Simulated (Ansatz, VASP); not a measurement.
**One calculation of HfH2, two programs**

Contents of INCAR:

```
PREC = Accurate ; ENCUT = 520
EDIFF = 1E-8 ; ISMEAR = -1
SIGMA = 0.03 ; LREAL = False
LASPH = True ; NELM = 100
ALGO = Normal ; ISIF = 2
LWAVE = False ; LCHARG = False
LEFG = True ; NBANDS = 13
```

The input KPOINTS:

```
Automatic mesh
0
Gamma
  12 12 12
```

POSCAR

```
HfH2
1.0
   -1.7390000000      1.7390000000      2.1368900000
    1.7390000000     -1.7390000000      2.1368900000
    1.7390000000      1.7390000000     -2.1368900000
Hf H
1 2
Direct
    0.0000000000      0.0000000000      0.0000000000
    0.7500000000      0.2500000000      0.5000000000
    0.2500000000      0.7500000000      0.5000000000
```

Input for Ansatz:

```yaml
crystal:
  lattice:
    - [-1.739, 1.739, 2.13689]
    - [1.739, -1.739, 2.13689]
    - [1.739, 1.739, -2.13689]
  atoms:
    - { symbol: Hf, position: [0.0, 0.0, 0.0] }
    - { symbol: H, position: [0.75, 0.25, 0.5] }
    - { symbol: H, position: [0.25, 0.75, 0.5] }
kpoints:
  mp_grid: { grid: [12, 12, 12] }
scf:
  occupations: { method: fermi_dirac, width: 0.03 }
hamiltonian:
  xc: lda
  pseudopotentials: { kind: paw }
output:
  forces: true
  stress: true
  eigenvalues: true
  efg: { contact_densities: true }
  write_density: true
  write_potential: true
  elf: true
  volumetric_format: npy
```

Change from the starting cell: zz strain of -2 %, PAW files.

Alike in both runs: task electric field gradients; functional LDA; k mesh 12 × 12 × 12; occupations fermi-dirac, width 0.03 eV; no spin polarisation.

```csv
,VASP,Ansatz
version,VASP 6.6.1,Ansatz 0.2.0
potentials or method,"VASP PAW LDA potentials, release 64 (Hf_pv, H)","PAW with Ansatz's default frozen-core files, scalar-relativistic"
plane-wave cutoff (eV),520,420
valence electrons in the cell,12,28
```

```csv
,VASP,Ansatz,Ansatz less VASP
pressure (GPa),-6.0,-5.9,+0.11
"traceless stress, the component that is largest in VASP (GPa)",-0.10,-0.10,-0.006
size of Vzz on the site where it differs most (V/Å²),30.1,36.9,+6.83
```

LDA's correlation is that of Perdew and Zunger in VASP and of Perdew and Wang (1992) in Ansatz. VASP's potentials hold 12 valence electrons a cell and Ansatz's 28, so a difference there can come from the potentials and not from the codes.

Spin-orbit coupling is off throughout.
